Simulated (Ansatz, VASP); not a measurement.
TaN: VASP beside Ansatz

```
Ta N
1.0
     5.20223    0.00000    0.00000
    -2.60111    4.50526    0.00000
     0.00000    0.00000    2.91766
Ta N
3 3
Direct
  0.00000 0.00000 0.00000
  0.33333 0.66667 0.50000
  0.66667 0.33333 0.50000
  0.50000 0.00000 0.00000
  0.50000 0.50000 0.00000
  0.00000 0.50000 0.00000
```

Change from the starting cell: volume scaled by 1.01, PAW files.

Alike in both runs: task electric field gradients; functional PBE; k mesh 5 × 5 × 8; occupations fermi-dirac, width 0.03 eV; no spin polarisation.

|  | VASP | Ansatz |
| --- | --- | --- |
| version | VASP 6.6.1 | Ansatz 0.2.0 |
| potentials or method | VASP PAW PBE potentials, release 64 (Ta_sv_GW, N) | PAW with Ansatz's default frozen-core files, scalar-relativistic |
| plane-wave cutoff (eV) | 520 | 420 |
| valence electrons in the cell | 54 | 54 |

|  | VASP | Ansatz | Ansatz less VASP |
| --- | --- | --- | --- |
| size of Vzz on the site where it differs most (V/Å²) | 414.4 | 464.8 | +50.37 |

With one functional, cell and mesh, what is left measures potentials, basis and numerics.

Spin-orbit coupling is off throughout.
